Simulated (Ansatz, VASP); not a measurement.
One calculation of Ge, two programs

```xyz
4
Lattice="4.0582 0.0000 0.0000 -2.0291 3.5145 0.0000 0.0000 0.0000 6.3914" Properties=species:S:1:pos:R:3 pbc="T T T"
Ge    2.0291    1.1715    0.3803
Ge    0.0000    2.3430    3.5760
Ge    2.0291    1.1715    2.8154
Ge    0.0000    2.3430    6.0111
```

Change from the starting cell: strain along c alone, the other axes held, atoms relaxed: -4.5 %.

Alike in both runs: functional PBE; k mesh 12 × 12 × 8; occupations gaussian, width 0.1 eV; no spin polarisation.

Ansatz relaxed the structure, and its values are those at the end. VASP's run is a single point on that final structure, the one shown.

```csv
,VASP,Ansatz
version,VASP 6.6.1,Ansatz 0.2.0
potentials or method,"VASP PAW PBE potentials, release 64 (Ge_d), cutoff 520 eV","scalar-relativistic, plane waves, PAW"
valence electrons in the cell,56,56
```

|  | VASP | Ansatz | Ansatz less VASP |
| --- | --- | --- | --- |
| gap on the k mesh at the Fermi level (eV) | none | none | - |
| pressure (GPa) | 3.1 | 3.2 | +0.04 |

A gap of «none» marks a metal or a gap that the smearing closes. Ansatz's warnings: stress scf threshold loose.
